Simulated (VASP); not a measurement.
# Ga (Pm-3m) in VASP: single point with PBEsol

Aim: the single point of Ga with PBEsol.

All numbers are computed with VASP 6.6.1; they aren't measurements. Logs are shortened: lines on timing, memory, paths and dates and some standing lists are left out, and cuts for length are marked.

**1. The cell of the first run**

The structure is cubic, space group Pm-3m (No. 221). The conventional cell has a = 4.375 Å, b = 4.375 Å, c = 4.375 Å, α = 90.00°, β = 90.00°, γ = 90.00°. Ga (site symmetry 4/mmm) has 8 Ga at 3.09 Å within 4.1 Å.

**2. Single point, PBEsol**

INCAR

```
PREC = Accurate
ENCUT = 500
EDIFF = 1E-6
ISMEAR = -1
SIGMA = 0.1
LREAL = F
LASPH = T
NELM = 120
ALGO = Normal
ISIF = 2
LWAVE = F
LCHARG = F
GGA = PS
NBANDS = 26
GGA_COMPAT = F
```

KPOINTS

```
Automatic mesh
0
Gamma
  5 5 5
```

POSCAR

```
Ga
1.0
    4.3752430000      0.0000000000      0.0000000000
    0.0000000000      4.3752430000      0.0000000000
    0.0000000000      0.0000000000      4.3752430000
Ga
3
Direct
    0.0000000000      0.5000000000      0.5000000000
    0.5000000000      0.0000000000      0.5000000000
    0.5000000000      0.5000000000      0.0000000000
```

Potentials or basis: VASP PAW PBE potentials, release 64 (Ga_d).

On the command line:

```bash
> cat potpaw_PBE.64/Ga_d/POTCAR > POTCAR
> mpirun -np 1 vasp_std > vasp.out
```

OUTCAR:

```text
PREC = Accurate
   ENCUT = 500
   EDIFF = 1E-6
   ISMEAR = -1
   LREAL = F
   LASPH = T
   NELM = 120
   ISIF = 2
   GGA = PS

 ion  position               nearest neighbor table
   1  0.000  0.500  0.500-
   2  0.500  0.000  0.500-
   3  0.500  0.500  0.000-

  LATTYP: Found a simple cubic cell.
 ALAT       =     4.3752430000

  Lattice vectors:

 A1 = (   4.3752430000,   0.0000000000,   0.0000000000)
 A2 = (   0.0000000000,   4.3752430000,   0.0000000000)
 A3 = (   0.0000000000,   0.0000000000,   4.3752430000)

Analysis of symmetry for initial positions (statically):
=====================================================================
 Subroutine PRICEL returns:
 Original cell was already a primitive cell.

 Routine SETGRP: Setting up the symmetry group for a
 simple cubic supercell.

 Subroutine GETGRP returns: Found 48 space group operations
 (whereof 48 operations were pure point group operations)
 out of a pool of 48 trial point group operations.

The static configuration has the point symmetry O_h .

Analysis of symmetry for dynamics (positions and initial velocities):
=====================================================================
 Subroutine PRICEL returns:
 Original cell was already a primitive cell.

 Routine SETGRP: Setting up the symmetry group for a
 simple cubic supercell.

 Subroutine GETGRP returns: Found 48 space group operations
 (whereof 48 operations were pure point group operations)
 out of a pool of 48 trial point group operations.

The dynamic configuration has the point symmetry O_h .

 Subroutine INISYM returns: Found 48 space group operations
 (whereof 48 operations are pure point group operations),
 and found     1 'primitive' translations

----------------------------------------------------------------------------------------

                                     Primitive cell

  volume of cell :      83.7542

  direct lattice vectors                    reciprocal lattice vectors
     4.375243000  0.000000000  0.000000000     0.228558734  0.000000000  0.000000000
     0.000000000  4.375243000  0.000000000     0.000000000  0.228558734  0.000000000
     0.000000000  0.000000000  4.375243000     0.000000000  0.000000000  0.228558734

  length of vectors
     4.375243000  4.375243000  4.375243000     0.228558734  0.228558734  0.228558734

  position of ions in fractional coordinates (direct lattice)
     0.000000000  0.500000000  0.500000000
     0.500000000  0.000000000  0.500000000
     0.500000000  0.500000000  0.000000000

  ion indices of the primitive-cell ions
   primitive index   ion index
                 1           1
                 2           2
                 3           3

----------------------------------------------------------------------------------------

 KPOINTS: Automatic mesh

Automatic generation of k-mesh.
 Grid dimensions read from file:
 generate k-points for:    5    5    5

 Generating k-lattice:

  Cartesian coordinates                     Fractional coordinates (reciprocal lattice)
     0.045711747  0.000000000  0.000000000     0.200000000  0.000000000  0.000000000
     0.000000000  0.045711747  0.000000000     0.000000000  0.200000000  0.000000000
     0.000000000  0.000000000  0.045711747     0.000000000  0.000000000  0.200000000

  Length of vectors
     0.045711747  0.045711747  0.045711747

  Shift w.r.t. Gamma in fractional coordinates (k-lattice)
     0.000000000  0.000000000  0.000000000

 Subroutine IBZKPT returns following result:
 ===========================================

 Found     10 irreducible k-points:

 Following reciprocal coordinates:
            Coordinates               Weight
  0.000000  0.000000  0.000000      1.000000
  0.200000  0.000000  0.000000      6.000000
  0.400000  0.000000  0.000000      6.000000
  0.200000  0.200000  0.000000     12.000000
  0.400000  0.200000  0.000000     24.000000
  0.400000  0.400000  0.000000     12.000000
  0.200000  0.200000  0.200000      8.000000
  0.400000  0.200000  0.200000     24.000000
  0.400000  0.400000  0.200000     24.000000
  0.400000  0.400000  0.400000      8.000000
   k-points           NKPTS =     10   k-points in BZ     NKDIM =     10   number of bands    NBANDS=     26
   number of dos      NEDOS =    301   number of ions     NIONS =      3
   total plane-waves  NPLWV =  32768
   dimension x,y,z NGX =    32 NGY =   32 NGZ =   32
   dimension x,y,z NGXF=    64 NGYF=   64 NGZF=   64
   ions per type =               3
   NGX,Y,Z   is equivalent  to a cutoff of  12.16, 12.16, 12.16 a.u.
   NGXF,Y,Z  is equivalent  to a cutoff of  24.32, 24.32, 24.32 a.u.
 SYSTEM =  unknown system
   PREC   = accura    normal or accurate (medium, high low for compatibility)
   ISTART =      0    job   : 0-new  1-cont  2-samecut
   ICHARG =      2    charge: 1-file 2-atom 10-const
   ISPIN  =      1    spin polarized calculation?
   LNONCOLLINEAR =      F non collinear calculations
   LSORBIT =      F    spin-orbit coupling
   LASPH  =      T    aspherical Exc in radial PAW
   ENCUT  =  500.0 eV  36.75 Ry    6.06 a.u.   7.98  7.98  7.98*2*pi/ulx,y,z
   NELM   =    120;   NELMIN=  2; NELMDL= -5     # of ELM steps
   EDIFF  = 0.1E-05   stopping-criterion for ELM
   LREAL  =      F    real-space projection
   EDIFFG = 0.1E-04   stopping-criterion for IOM
   NSW    =      0    number of steps for IOM
   IBRION =     -1    ionic relax: 0-MD 1-quasi-New 2-CG
   NFREE  =      0    steps in history (QN), initial steepest desc. (CG)
   ISIF   =      2    stress and relaxation
   ISYM   =      2    0-nonsym 1-usesym 2-fastsym
   POTIM  = 0.5000    time-step for ionic-motion
   TEBEG  =    0.0;   TEEND  =   0.0 temperature during run
   PSTRESS=    0.0 pullay stress
   NELECT =      39.0000    total number of electrons
   NUPDOWN=      -1.0000    fix difference up-down
   EMIN   =  10.00;   EMAX   =-10.00  energy-range for DOS
   EFERMI =   0.00;   METHOD = LEGACY
   ISMEAR =    -1;   SIGMA  =   0.10  broadening in eV -4-tet -1-fermi 0-gaus
   EFERMI_NEDOS =   21; number of points for ismear=-14 and -15
   IALGO  =     38    algorithm
   IMIX   =      4    mixing-type and parameters
     AMIX     =   0.40;   BMIX     =  1.00
     AMIX_MAG =   1.60;   BMIX_MAG =  1.00
  volume/ion in A,a.u.               =      27.92       188.40
  Fermi-wavevector in a.u.,A,eV,Ry     =   1.268900  2.397874 21.906851  1.610108
  Thomas-Fermi vector in A             =   2.401970
   LORBIT       =      0    0 simple, 1 ext, 2 COOP (PROOUT), +10 PAW based schemes
   GGA     = PS    functional components
   LHFCALC =     F    Hartree Fock is set to
   AEXX    =    0.0000 exact exchange contribution
   IVDW    =     0    specifies the selected vdW correction
   LEPSILON=     F    determine dielectric tensor
   LRPA    =     F    only Hartree local field effects (RPA)
 non-spin polarized calculation
  energy-cutoff  :      500.00
  volume of cell :       83.75
 maximum number of plane-waves:      2146
 NGX is ok and might be reduce to    32
   NGX = 15   NGY = 15   NGZ = 15

 number of electron      39.0000066 magnetization

 Free energy of the ion-electron system (eV)
  ---------------------------------------------------
  ext. energy  EPLUGINS =         0.00000000
  ---------------------------------------------------
  free energy    TOTEN  =        -8.84759301 eV

  energy without entropy =       -8.77366756  energy(sigma->0) =       -8.81063028

 E-fermi :   2.4633     XC(G=0):  -9.1797

 val. band max:        2.4109129402   @ k =   0.4000   0.2000   0.0000
 cond. band min:       2.5452194607   @ k =   0.4000   0.0000   0.0000
 fundamental gap:      0.1343065205
 Fermi energy:         2.4633337735

 k-point     1 :       0.0000    0.0000    0.0000
  band No.  band energies     occupation
      1     -12.5231      2.00000
      2     -12.5231      2.00000
      3     -12.5231      2.00000
      4     -12.5125      2.00000
      5     -12.4592      2.00000
      6     -12.4592      2.00000
[... 18 lines left out ...]
     25       7.5724      0.00000
     26       9.9795      0.00000

 k-point     2 :       0.2000    0.0000    0.0000
  band No.  band energies     occupation
      1     -12.5191      2.00000
      2     -12.5013      2.00000
      3     -12.5013      2.00000
      4     -12.4950      2.00000
      5     -12.4561      2.00000
      6     -12.4448      2.00000
[... 18 lines left out ...]
     25       6.9896      0.00000
     26       8.3198      0.00000

 k-point     3 :       0.4000    0.0000    0.0000
  band No.  band energies     occupation
      1     -12.5121      2.00000
      2     -12.4620      2.00000
      3     -12.4453      2.00000
      4     -12.4446      2.00000
      5     -12.4446      2.00000
      6     -12.4127      2.00000
[... 18 lines left out ...]
     25       6.2786      0.00000
     26       9.4969      0.00000

 k-point     4 :       0.2000    0.2000    0.0000
  band No.  band energies     occupation
      1     -12.5046      2.00000
      2     -12.4956      2.00000
      3     -12.4906      2.00000
      4     -12.4730      2.00000
      5     -12.4479      2.00000
      6     -12.4326      2.00000
[... 18 lines left out ...]
     25       7.6795      0.00000
     26       7.9253      0.00000

 k-point     5 :       0.4000    0.2000    0.0000
  band No.  band energies     occupation
      1     -12.4934      2.00000
      2     -12.4670      2.00000
      3     -12.4416      2.00000
      4     -12.4398      2.00000
      5     -12.4345      2.00000
      6     -12.4018      2.00000
[... 18 lines left out ...]
     25       7.8578      0.00000
     26       7.9496      0.00000

 k-point     6 :       0.4000    0.4000    0.0000
  band No.  band energies     occupation
      1     -12.4670      2.00000
      2     -12.4541      2.00000
      3     -12.4514      2.00000
      4     -12.4193      2.00000
      5     -12.4173      2.00000
      6     -12.4042      2.00000
[... 18 lines left out ...]
     25       6.2241      0.00000
     26       9.6185      0.00000

 k-point     7 :       0.2000    0.2000    0.2000
  band No.  band energies     occupation
      1     -12.5028      2.00000
      2     -12.4837      2.00000
      3     -12.4837      2.00000
      4     -12.4561      2.00000
      5     -12.4282      2.00000
      6     -12.4282      2.00000
[... 18 lines left out ...]
     25       8.4241      0.00000
     26       8.5597      0.00000

 k-point     8 :       0.4000    0.2000    0.2000
  band No.  band energies     occupation
      1     -12.4884      2.00000
      2     -12.4646      2.00000
      3     -12.4547      2.00000
      4     -12.4336      2.00000
      5     -12.4215      2.00000
      6     -12.4088      2.00000
[... 18 lines left out ...]
     25       8.3275      0.00000
     26       9.0580      0.00000

 k-point     9 :       0.4000    0.4000    0.2000
  band No.  band energies     occupation
      1     -12.4716      2.00000
      2     -12.4603      2.00000
      3     -12.4511      2.00000
      4     -12.4445      2.00000
      5     -12.4381      2.00000
      6     -12.4132      2.00000
[... 18 lines left out ...]
     25       8.5437      0.00000
     26       9.2071      0.00000

 k-point    10 :       0.4000    0.4000    0.4000
  band No.  band energies     occupation
      1     -12.4754      2.00000
      2     -12.4615      2.00000
      3     -12.4615      2.00000
      4     -12.4559      2.00000
      5     -12.4496      2.00000
      6     -12.4496      2.00000
[... 18 lines left out ...]
     25      10.0629      0.00000
     26      11.1082      0.00000

------------------------ aborting loop because EDIFF is reached ----------------------------------------

  FORCE on cell =-STRESS in cart. coord.  units (eV):
  Direction    XX          YY          ZZ          XY          YZ          ZX
  --------------------------------------------------------------------------------------
  -------------------------------------------------------------------------------------
  Total       -3.9210483     -3.9210483     -3.9210483      0.0000000      0.0000000     -0.0000000
  in kB      -75.0077681    -75.0077681    -75.0077681      0.0000000      0.0000000     -0.0000000
  external PRESSURE =     -75.0077681 kB  Pullay stress =       0.0000000 kB

 VOLUME and BASIS-vectors are now :
 -----------------------------------------------------------------------------
  energy-cutoff  :      500.00
  volume of cell :       83.75
      direct lattice vectors                 reciprocal lattice vectors
     4.375243000  0.000000000  0.000000000     0.228558734  0.000000000  0.000000000
     0.000000000  4.375243000  0.000000000     0.000000000  0.228558734  0.000000000
     0.000000000  0.000000000  4.375243000     0.000000000  0.000000000  0.228558734

 POSITION                                       TOTAL-FORCE (eV/Angst)
 -----------------------------------------------------------------------------------
      0.00000      2.18762      2.18762         0.000000      0.000000      0.000000
      2.18762      0.00000      2.18762         0.000000      0.000000      0.000000
      2.18762      2.18762      0.00000         0.000000      0.000000      0.000000
 -----------------------------------------------------------------------------------
    total drift:                                0.000000     -0.000000     -0.000000

  FREE ENERGIE OF THE ION-ELECTRON SYSTEM (eV)
  ---------------------------------------------------
  free  energy   TOTEN  =        -8.8475930088 eV

  energy  without entropy=       -8.7736675583  energy(sigma->0) =       -8.81063028
```

Wall time 16 s (1 thread of Intel Xeon 8259CL, shared host); peak memory 0.17 GiB.

Results:

```yaml
Free_energy: -8.8476 eV
Pressure: -7.5 GPa
```

Levels at points of the mesh, in eV from the Fermi level:
| k point | band 15 | band 16 | band 17 | band 18 | band 19 | band 20 | band 21 | band 22 | band 23 | band 24 |
| --- | --- | --- | --- | --- | --- | --- | --- | --- | --- | --- |
| (0.00, 0.00, 0.00) | -14.72 | -9.08 | -2.27 | -2.27 | -0.96 | -0.96 | -0.96 | 3.41 | 5.11 | 5.11 |

Caveat: the PAW data sets were made with another functional, which shifts forces and pressure a little.
